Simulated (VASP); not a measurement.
A run of VASP 6.6.1 is set up as follows.

The input POSCAR:

```
BeZnSe2
1.0
    3.8131242794      0.0000000000      0.0000000000
    0.0000000000      3.8131242794      0.0000000000
    0.0000000000      0.0000000000      5.4659892790
Be Se Zn
1 2 1
Direct
    0.0000000000      0.0000000000      0.0000000000
    0.0000000000      0.5000000000      0.2249968801
    0.5000000000      0.0000000000      0.7750031199
    0.5000000000      0.5000000000      0.5000000000
```

Contents of INCAR.step1:

```
ALGO = Normal
EDIFF = 1E-5
ENCUT = 520
GGA = PE
ISIF = 2
ISMEAR = 0
LASPH = T
LREAL = F
LWAVE = T
NBANDS = 21
NELM = 100
PREC = Accurate
SIGMA = 0.01
```

File INCAR.step2:

```
ALGO = Normal
EDIFF = 1E-7
ENCUT = 520
GGA = PE
HFSCREEN = 0.2079
ISIF = 2
ISMEAR = 0
ISTART = 1
LASPH = T
LCHARG = T
LELF = T
LHFCALC = T
LREAL = F
LVHAR = T
LWAVE = F
NBANDS = 21
NELM = 100
PREC = Accurate
PRECFOCK = Normal
SIGMA = 0.01
```

File KPOINTS:

```
k-points
0
Gamma
  4 4 4
```

Potentials or basis: VASP PAW PBE potentials, release 64 (Be, Se, Zn).

Run with:

```console
$ cat potpaw_PBE.64/Be/POTCAR potpaw_PBE.64/Se/POTCAR potpaw_PBE.64/Zn/POTCAR > POTCAR
$ cp INCAR.step1 INCAR
$ mpirun -np 1 vasp_std > vasp.out
$ cp INCAR.step2 INCAR
$ mpirun -np 1 vasp_std > vasp.out
```

Problem. What does it give for the band gap on the k mesh?

Solution. 3.51 eV, direct.

Problem. Estimate the largest force.

Solution. 0.185 eV/Å.

Forces in eV/Å, atoms in the order of the input:
```
Be   0.000  0.000  0.000
Se   0.000  0.000 -0.185
Se   0.000  0.000  0.185
Zn   0.000  0.000  0.000
```

Caveat: the PAW data sets were made with another functional, which shifts forces and pressure a little. A k mesh can miss the band edges.
